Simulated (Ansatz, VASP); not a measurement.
## Mg2Sb3: VASP beside Ansatz

```
Mg Sb
1.0
    -1.92319    4.02480    4.06364
     1.92319   -4.02480    4.06364
     1.92319    4.02480   -4.06364
Mg Sb
2 3
Direct
  0.71522 0.21522 0.50000
  0.28478 0.78478 0.50000
  0.00000 0.00000 0.00000
  0.70782 0.50000 0.20782
  0.29218 0.50000 0.79218
```

Alike in both runs: functional PBEsol; k mesh 10 × 10 × 10; occupations gaussian, width 0.1 eV; no spin polarisation.

Ansatz relaxed the structure, and its values are those at the end. VASP's run is a single point on that final structure, the one shown.

|  | VASP | Ansatz |
| --- | --- | --- |
| version | VASP 6.6.1 | Ansatz 0.2.0 |
| potentials or method | VASP PAW PBE potentials, release 64 (Mg, Sb), cutoff 520 eV | scalar-relativistic, plane waves, PAW |
| valence electrons in the cell | 19 | 65 |

VASP gave:

* gap on the k mesh at the Fermi level (eV): none
* pressure (GPa): 0.1
* rms of the force components (eV/Å): 0.004

Q: Estimate Ansatz's values.

A: gap on the k mesh at the Fermi level (eV): none; pressure (GPa): 0.0; rms of the force components (eV/Å): 0.003.

VASP's potentials were made for PBE, not for PBEsol. A gap of «none» marks a metal or a gap that the smearing closes. VASP's potentials hold 19 valence electrons a cell and Ansatz's 65, so a difference there can come from the potentials and not from the codes.

Neither program's run includes spin-orbit coupling.
